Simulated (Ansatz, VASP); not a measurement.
**GeSe: VASP beside Ansatz**

Contents of INCAR:

```
SYSTEM = GeSe
ALGO = Normal
EDIFF = 1E-6
ENCUT = 500
GGA = PE
GGA_COMPAT = .FALSE.
ISIF = 2
ISMEAR = 0
IVDW = 12
LASPH = .TRUE.
LCHARG = .TRUE.
LELF = .TRUE.
LREAL = .FALSE.
LVHAR = .TRUE.
LWAVE = .FALSE.
NBANDS = 50
NELM = 120
PREC = Accurate
SIGMA = 0.02
```

File KPOINTS:

```
k-points
0
G
  4 8 6
  0 0 0
```

Contents of POSCAR:

```
GeSe
1.0
   10.9604646010      0.0000000000      0.0000000000
    0.0000000000      3.8775535927      0.0000000000
    0.0000000000      0.0000000000      4.4276642747
Ge Se
4 4
Direct
    0.1232607128      0.7500000000      0.8859480466
    0.6232607128      0.7500000000      0.6140519534
    0.3767392872      0.2500000000      0.3859480466
    0.8767392872      0.2500000000      0.1140519534
    0.8546937698      0.7500000000      0.5021677080
    0.3546937698      0.7500000000     -0.0021677080
    0.6453062302      0.2500000000      1.0021677080
    0.1453062302      0.2500000000      0.4978322920
```

Input for Ansatz:

```yaml
crystal:
  lattice:
    - [10.960464601, 0.0, 0.0]
    - [0.0, 3.8775535927, 0.0]
    - [0.0, 0.0, 4.4276642747]
  atoms:
    - { symbol: Ge, position: [0.1232607128, 0.75, 0.8859480466] }
    - { symbol: Ge, position: [0.6232607128, 0.75, 0.6140519534] }
    - { symbol: Ge, position: [0.3767392872, 0.25, 0.3859480466] }
    - { symbol: Ge, position: [0.8767392872, 0.25, 0.1140519534] }
    - { symbol: Se, position: [0.8546937698, 0.75, 0.502167708] }
    - { symbol: Se, position: [0.3546937698, 0.75, -0.002167708] }
    - { symbol: Se, position: [0.6453062302, 0.25, 1.002167708] }
    - { symbol: Se, position: [0.1453062302, 0.25, 0.497832292] }
basis:
  ecutwfc: 420
kpoints:
  mp_grid: { grid: [4, 8, 6] }
  band_path:
    path:
      - [[0.0, 0.0, 0.0], [0.5, 0.0, 0.0], [0.5, 0.5, 0.0], [0.0, 0.5, 0.0], [0.0, 0.0, 0.0], [0.0, 0.0, 0.5], [0.5, 0.0, 0.5], [0.5, 0.5, 0.5], [0.0, 0.5, 0.5], [0.0, 0.0, 0.5]]
      - [[0.5, 0.0, 0.0], [0.5, 0.0, 0.5]]
      - [[0.0, 0.5, 0.0], [0.0, 0.5, 0.5]]
      - [[0.5, 0.5, 0.0], [0.5, 0.5, 0.5]]
    npoints: 10
hamiltonian:
  xc: pbe
  dispersion: d3bj
scf:
  occupations: { method: gaussian, width: 0.02 }
  n_extra_bands: 10
output:
  forces: true
  stress: true
  eigenvalues: true
  dos: { projected: false, de: 0.02, nscf_kmesh: { grid: [6, 12, 9] } }
  write_density: true
  write_potential: true
  elf: true
  volumetric_format: npy
```

Alike in both runs: task single point; functional PBE; dispersion D3(BJ); k mesh 4 × 8 × 6; occupations gaussian, width 0.02 eV; no spin polarisation.

```csv
,VASP,Ansatz
version,VASP 6.6.1,Ansatz 0.2.0
potentials or method,"VASP PAW PBE potentials, release 64 (Ge_d, Se), cutoff 500 eV","scalar-relativistic, plane waves, PAW"
valence electrons in the cell,80,120
```

VASP gave:

```
gap on the k mesh at the Fermi level (eV) : 0.72
least direct gap on the mesh (eV)         : 0.93
pressure (GPa)                            : 0.0
rms of the force components (eV/Å)        : 0.010
```

**Question.** Which values does Ansatz return?

**Answer.** gap on the k mesh at the Fermi level (eV): 0.73; least direct gap on the mesh (eV): 0.94; pressure (GPa): 0.0; rms of the force components (eV/Å): 0.000.

Atom by atom the forces differ by 0.010 eV/Å (rms over components). VASP's potentials hold 80 valence electrons a cell and Ansatz's 120, so a difference there can come from the potentials and not from the codes. Ansatz's warnings: dispersion switch in reach.
